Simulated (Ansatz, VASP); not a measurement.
**ZnCu2SnS4: VASP beside Ansatz**

```
CELL_PARAMETERS angstrom
-2.64452 2.64452 5.39559
2.64452 -2.64452 5.39559
2.64452 2.64452 -5.39559
ATOMIC_POSITIONS crystal
Sn 0.50000 0.50000 0.00000
Zn 0.00000 0.00000 0.00000
Cu 0.75000 0.25000 0.50000
Cu 0.25000 0.75000 0.50000
S 0.10878 0.10878 0.48407
S 0.62470 0.62470 0.51593
S 0.37530 0.89122 0.00000
S 0.89122 0.37530 0.00000
```

Alike in both runs: task single point; functional PBEsol; k mesh 6 × 6 × 6; occupations fermi-dirac, width 0.05 eV; no spin polarisation.

|  | VASP | Ansatz |
| --- | --- | --- |
| version | VASP 6.6.1 | Ansatz 0.2.0 |
| potentials or method | VASP PAW PBE potentials, release 64 (Sn_d, Zn, Cu, S) | Ansatz PAW |
| plane-wave cutoff (eV) | 520 | 420 |
| valence electrons in the cell | 72 | 88 |

```csv
,VASP,Ansatz,Ansatz less VASP
gap on the k mesh at the Fermi level (eV),0.18,0.15,-0.026
least direct gap on the mesh (eV),0.18,0.15,-0.026
pressure (GPa),2.8,2.6,-0.16
"traceless stress, the component that is largest in VASP (GPa)",-0.40,-0.40,0.000
rms of the force components (eV/Å),0.097,0.115,+0.0177
```

VASP's potentials were made for PBE, not for PBEsol. Atom by atom the forces differ by 0.018 eV/Å (rms over components). With one functional, cell and mesh, what is left measures potentials, basis and numerics. VASP's potentials hold 72 valence electrons a cell and Ansatz's 88, so a difference there can come from the potentials and not from the codes.
